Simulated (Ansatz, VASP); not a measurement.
Ti in VASP and in Ansatz

INCAR

```
ALGO = Normal ; EDIFF = 1E-6
ENCUT = 500 ; GGA = PS
GGA_COMPAT = F ; ISIF = 2
ISMEAR = 0 ; LASPH = T
LCHARG = F ; LREAL = F
LWAVE = F ; NBANDS = 19
NELM = 120 ; PREC = Accurate
SIGMA = 0.05
```

KPOINTS

```
k-points
0
Gamma
  11 11 6
```

POSCAR

```
Ti
1.0
    2.9500000000      0.0000000000      0.0000000000
   -1.4750000000      2.5547749412      0.0000000000
    0.0000000000      0.0000000000      4.6800000000
Ti
2
Direct
    0.3333333333      0.6666666667      0.2500000000
    0.6666666667      0.3333333333      0.7500000000
```

Input for Ansatz:

```yaml
crystal:
  lattice:
    a: 2.95
    b: 2.95
    c: 4.68
    alpha: 90.0
    beta: 90.0
    gamma: 120.0
  atoms:
    - { symbol: Ti, position: [0.3333333333333333, 0.6666666666666666, 0.25] }
    - { symbol: Ti, position: [0.6666666666666666, 0.3333333333333333, 0.75] }
kpoints:
  mp_grid:
    grid: [11, 11, 6]
hamiltonian:
  xc: pbesol
scf:
  occupations:
    method: gaussian
    width: 0.05
output:
  stress: true
```

Alike in both runs: task single point; functional PBEsol; k mesh 11 × 11 × 6; occupations gaussian, width 0.05 eV; no spin polarisation.

|  | VASP | Ansatz |
| --- | --- | --- |
| version | VASP 6.6.1 | Ansatz 0.2.0 |
| potentials or method | VASP PAW PBE potentials, release 64 (Ti_sv) | plane waves, PAW |
| plane-wave cutoff (eV) | 500 | 420 |
| valence electrons in the cell | 24 | 24 |

|  | VASP | Ansatz | Ansatz less VASP |
| --- | --- | --- | --- |
| pressure (GPa) | -6.0 | -5.8 | +0.25 |

VASP's potentials were made for PBE, not for PBEsol. With one functional, cell and mesh, what is left measures potentials, basis and numerics.
